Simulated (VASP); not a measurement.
# Zn (P6_3/mmc) in VASP: notebook

The runs below take Zn through electric field gradients, with PBEsol.

Everything below comes from runs of VASP 6.6.1. Logs are shortened: lines on timing, memory, paths and dates and some standing lists are left out, and cuts for length are marked.

## Step 1: The cell of the first run

It takes space group P6_3/mmc (No. 194, hexagonal). Conventional cell: a = 2.610 Å, b = 2.610 Å, c = 4.846 Å, α = 90.00°, β = 90.00°, γ = 120.00°. Zn (site symmetry -6m2) has 12 Zn at 2.61 to 2.85 Å within 3.4 Å.

## Step 2: Electric field gradients, PBEsol (volume scaled by 0.94)

INCAR reads:

```
ALGO = Normal ; EDIFF = 1E-8
ENCUT = 520 ; GGA = PS
ISIF = 2 ; ISMEAR = -1
LASPH = True ; LCHARG = False
LEFG = True ; LREAL = False
LWAVE = False ; NBANDS = 19
NELM = 100 ; PREC = Accurate
SIGMA = 0.03
```

KPOINTS reads:

```
k-points
0
Gamma
  16 16 8
```

POSCAR reads:

```
Zn
1.0
    2.6103991554      0.0000000000      0.0000000000
   -1.3051995777      2.2606719826      0.0000000000
    0.0000000000      0.0000000000      4.8457186040
Zn
2
Direct
    0.3333333333      0.6666666667      0.2500000000
    0.6666666667      0.3333333333      0.7500000000
```

Potentials or basis: VASP PAW PBE potentials, release 64 (Zn).

Launch:

```bash
$ cat potpaw_PBE.64/Zn/POTCAR > POTCAR
$ mpirun -np 1 vasp_std > vasp.out
```

OUTCAR:

```text
EDIFF = 1E-8
   ENCUT = 520
   GGA = PS
   ISIF = 2
   ISMEAR = -1
   LASPH = True
   LREAL = False
   NELM = 100
   PREC = Accurate

 ion  position               nearest neighbor table
   1  0.333  0.667  0.250-   2 2.85   2 2.85   2 2.85   2 2.85   2 2.85   2 2.85
   2  0.667  0.333  0.750-   1 2.85   1 2.85   1 2.85   1 2.85   1 2.85   1 2.85

  LATTYP: Found a hexagonal cell.
 ALAT       =     2.6103991554
 C/A-ratio  =     1.8563132745

  Lattice vectors:

 A1 = (   2.6103991554,   0.0000000000,   0.0000000000)
 A2 = (  -1.3051995777,   2.2606719826,   0.0000000000)
 A3 = (   0.0000000000,   0.0000000000,   4.8457186040)

Analysis of symmetry for initial positions (statically):
=====================================================================
 Subroutine PRICEL returns:
 Original cell was already a primitive cell.

 Routine SETGRP: Setting up the symmetry group for a
 hexagonal supercell.

 Subroutine GETGRP returns: Found 24 space group operations
 (whereof 12 operations were pure point group operations)
 out of a pool of 24 trial point group operations.

The static configuration has the point symmetry D_3d.
 The point group associated with its full space group is D_6h.

Analysis of symmetry for dynamics (positions and initial velocities):
=====================================================================
 Subroutine PRICEL returns:
 Original cell was already a primitive cell.

 Routine SETGRP: Setting up the symmetry group for a
 hexagonal supercell.

 Subroutine GETGRP returns: Found 24 space group operations
 (whereof 12 operations were pure point group operations)
 out of a pool of 24 trial point group operations.

The dynamic configuration has the point symmetry D_3d.
 The point group associated with its full space group is D_6h.

 Subroutine INISYM returns: Found 24 space group operations
 (whereof 12 operations are pure point group operations),
 and found     1 'primitive' translations

----------------------------------------------------------------------------------------

                                     Primitive cell

  volume of cell :      28.5958

  direct lattice vectors                    reciprocal lattice vectors
     2.610399155  0.000000000  0.000000000     0.383083176  0.221173175  0.000000000
    -1.305199578  2.260671983  0.000000000     0.000000000  0.442346350  0.000000000
     0.000000000  0.000000000  4.845718604     0.000000000  0.000000000  0.206367741

  length of vectors
     2.610399155  2.610399155  4.845718604     0.442346350  0.442346350  0.206367741

  position of ions in fractional coordinates (direct lattice)
     0.333333333  0.666666667  0.250000000
     0.666666667  0.333333333  0.750000000

  ion indices of the primitive-cell ions
   primitive index   ion index
                 1           1
                 2           2

----------------------------------------------------------------------------------------

 KPOINTS: k-points

Automatic generation of k-mesh.
 Grid dimensions read from file:
 generate k-points for:   16   16    8

 Generating k-lattice:

  Cartesian coordinates                     Fractional coordinates (reciprocal lattice)
     0.023942699  0.013823323  0.000000000     0.062500000 -0.000000000  0.000000000
     0.000000000  0.027646647  0.000000000     0.000000000  0.062500000  0.000000000
     0.000000000  0.000000000  0.025795968     0.000000000  0.000000000  0.125000000

  Length of vectors
     0.027646647  0.027646647  0.025795968

  Shift w.r.t. Gamma in fractional coordinates (k-lattice)
     0.000000000  0.000000000  0.000000000

 Subroutine IBZKPT returns following result:
 ===========================================

 Found    150 irreducible k-points:

 Following reciprocal coordinates:
            Coordinates               Weight
  0.000000  0.000000  0.000000      1.000000
  0.062500  0.000000  0.000000      6.000000
  0.125000  0.000000  0.000000      6.000000
  0.187500  0.000000  0.000000      6.000000
  0.250000  0.000000  0.000000      6.000000
  0.312500  0.000000  0.000000      6.000000
[... 16 lines left out ...]
  0.187500  0.187500  0.000000      6.000000
  0.250000  0.187500  0.000000     12.000000
 [... further k-points ...]
   k-points           NKPTS =    150   k-points in BZ     NKDIM =    150   number of bands    NBANDS=     19
   number of dos      NEDOS =    301   number of ions     NIONS =      2
   total plane-waves  NPLWV =  14400
   dimension x,y,z NGX =    20 NGY =   20 NGZ =   36
   dimension x,y,z NGXF=    40 NGYF=   40 NGZF=   72
   ions per type =               2
   NGX,Y,Z   is equivalent  to a cutoff of  12.74, 12.74, 12.35 a.u.
   NGXF,Y,Z  is equivalent  to a cutoff of  25.47, 25.47, 24.70 a.u.
 SYSTEM =  unknown system
   PREC   = accura    normal or accurate (medium, high low for compatibility)
   ISTART =      0    job   : 0-new  1-cont  2-samecut
   ICHARG =      2    charge: 1-file 2-atom 10-const
   ISPIN  =      1    spin polarized calculation?
   LNONCOLLINEAR =      F non collinear calculations
   LSORBIT =      F    spin-orbit coupling
   LASPH  =      T    aspherical Exc in radial PAW
   ENCUT  =  520.0 eV  38.22 Ry    6.18 a.u.   4.85  4.85  9.01*2*pi/ulx,y,z
   NELM   =    100;   NELMIN=  2; NELMDL= -5     # of ELM steps
   EDIFF  = 0.1E-07   stopping-criterion for ELM
   LREAL  =      F    real-space projection
   EDIFFG = 0.1E-06   stopping-criterion for IOM
   NSW    =      0    number of steps for IOM
   IBRION =     -1    ionic relax: 0-MD 1-quasi-New 2-CG
   NFREE  =      0    steps in history (QN), initial steepest desc. (CG)
   ISIF   =      2    stress and relaxation
   ISYM   =      2    0-nonsym 1-usesym 2-fastsym
   POTIM  = 0.5000    time-step for ionic-motion
   TEBEG  =    0.0;   TEEND  =   0.0 temperature during run
   PSTRESS=    0.0 pullay stress
   NELECT =      24.0000    total number of electrons
   NUPDOWN=      -1.0000    fix difference up-down
   EMIN   =  10.00;   EMAX   =-10.00  energy-range for DOS
   EFERMI =   0.00;   METHOD = LEGACY
   ISMEAR =    -1;   SIGMA  =   0.03  broadening in eV -4-tet -1-fermi 0-gaus
   EFERMI_NEDOS =   21; number of points for ismear=-14 and -15
   IALGO  =     38    algorithm
   IMIX   =      4    mixing-type and parameters
     AMIX     =   0.40;   BMIX     =  1.00
     AMIX_MAG =   1.60;   BMIX_MAG =  1.00
  volume/ion in A,a.u.               =      14.30        96.49
  Fermi-wavevector in a.u.,A,eV,Ry     =   1.544227  2.918165 32.444939  2.384636
  Thomas-Fermi vector in A             =   2.649777
   LORBIT       =      0    0 simple, 1 ext, 2 COOP (PROOUT), +10 PAW based schemes
   GGA     = PS    functional components
   LHFCALC =     F    Hartree Fock is set to
   AEXX    =    0.0000 exact exchange contribution
   IVDW    =     0    specifies the selected vdW correction
   LEPSILON=     F    determine dielectric tensor
   LRPA    =     F    only Hartree local field effects (RPA)
 non-spin polarized calculation
  energy-cutoff  :      520.00
  volume of cell :       28.60
 maximum number of plane-waves:       786
 NGX is ok and might be reduce to    20
   NGX =  9   NGY =  9   NGZ = 19

 number of electron      24.0000035 magnetization

 Free energy of the ion-electron system (eV)
  ---------------------------------------------------
  ext. energy  EPLUGINS =         0.00000000
  ---------------------------------------------------
  free energy    TOTEN  =        -3.18337904 eV

  energy without entropy =       -3.18308262  energy(sigma->0) =       -3.18323083

 E-fermi :   3.4224     XC(G=0): -12.0292

 val. band max:        3.3020287938   @ k =   0.3750   0.2500   0.5000
 cond. band min:       3.4564934443   @ k =   0.3750   0.0625   0.0000
 fundamental gap:      0.1544646505
 Fermi energy:         3.4224432339

 k-point     1 :       0.0000    0.0000    0.0000
  band No.  band energies     occupation
      1      -7.5308      2.00000
      2      -5.4950      2.00000
      3      -4.6876      2.00000
      4      -4.4288      2.00000
      5      -4.4288      2.00000
      6      -4.3717      2.00000
[... 11 lines left out ...]
     18      23.1673      0.00000
     19      23.2672      0.00000
[... 485 lines left out ...]
 k-point    24 :       0.2500    0.1875    0.0000
  band No.  band energies     occupation
      1      -4.8706      2.00000
      2      -4.8229      2.00000
      3      -4.8187      2.00000
      4      -4.5061      2.00000
      5      -4.4361      2.00000
      6      -4.3908      2.00000
[... 11 lines left out ...]
     18      15.0296      0.00000
     19      16.2126      0.00000

 [... further k-points ...]

------------------------ aborting loop because EDIFF is reached ----------------------------------------

  FORCE on cell =-STRESS in cart. coord.  units (eV):
  Direction    XX          YY          ZZ          XY          YZ          ZX
  --------------------------------------------------------------------------------------
  -------------------------------------------------------------------------------------
  Total        0.0329061      0.0329061     -0.2423708     -0.0000000     -0.0000000      0.0000000
  in kB        1.8436756      1.8436756    -13.5796405     -0.0000000     -0.0000000      0.0000000
  external PRESSURE =      -3.2974297 kB  Pullay stress =       0.0000000 kB

 VOLUME and BASIS-vectors are now :
 -----------------------------------------------------------------------------
  energy-cutoff  :      520.00
  volume of cell :       28.60
      direct lattice vectors                 reciprocal lattice vectors
     2.610399155  0.000000000  0.000000000     0.383083176  0.221173175  0.000000000
    -1.305199578  2.260671983  0.000000000     0.000000000  0.442346350  0.000000000
     0.000000000  0.000000000  4.845718604     0.000000000  0.000000000  0.206367741

 POSITION                                       TOTAL-FORCE (eV/Angst)
 -----------------------------------------------------------------------------------
     -0.00000      1.50711      1.21143        -0.000000      0.000000      0.000000
      1.30520      0.75356      3.63429         0.000000      0.000000      0.000000
 -----------------------------------------------------------------------------------
    total drift:                               -0.000000      0.000000     -0.000000

  FREE ENERGIE OF THE ION-ELECTRON SYSTEM (eV)
  ---------------------------------------------------
  free  energy   TOTEN  =        -3.1833790356 eV

  energy  without entropy=       -3.1830826226  energy(sigma->0) =       -3.18323083

 Electric field gradients (V/A^2)
---------------------------------------------------------------------
 ion       V_xx      V_yy      V_zz      V_xy      V_xz      V_yz
---------------------------------------------------------------------
   1     -20.910   -20.911    41.821    -0.001     0.000    -0.000
   2     -20.910   -20.911    41.821    -0.001    -0.000     0.000
---------------------------------------------------------------------

 Electric field gradients after diagonalization (V/A^2)
 (convention: |V_zz| > |V_xx| > |V_yy|)
----------------------------------------------------------------------
 ion       V_xx      V_yy      V_zz     asymmetry (V_yy - V_xx)/ V_zz
----------------------------------------------------------------------
   1     -20.911   -20.910    41.821       0.000
   2     -20.911   -20.910    41.821       0.000
----------------------------------------------------------------------

           NMR quadrupolar parameters

 Cq : quadrupolar parameter    Cq=e*Q*V_zz/h
 eta: asymmetry parameters     (V_yy - V_xx)/ V_zz
 Q  : nuclear electric quadrupole moment in mb (millibarn)
----------------------------------------------------------------------
 ion       Cq(MHz)       eta       Q (mb)
----------------------------------------------------------------------
   1       0.101       0.000       1.000
   2       0.101       0.000       1.000
----------------------------------------------------------------------
```

It took 74 s on 1 thread of Intel Xeon Platinum 8375C at 2.90GHz (Ice Lake), shared host; peak memory 0.18 GiB.

Results:

```
Free energy            : -3.1834 eV
Pressure               : -0.3 GPa
Band gap on the k mesh : zero (band 12 reaches 4.73 eV, above the bottom of band 13 at 0.40 eV)
```

Electric field gradients, principal values (V/Å²):
| atom | least | middle | greatest (by size) |
| --- | --- | --- | --- |
| 1 Zn | -20.910 | -20.911 | 41.821 |
| 2 Zn | -20.910 | -20.911 | 41.821 |

Caveat: without QUAD_EFG the Cq values of the log hold for a quadrupole moment of 1 mb, not for the nuclei; the PAW data sets were made with another functional, which shifts forces and pressure a little.

(Continued in part 2 of 3.)
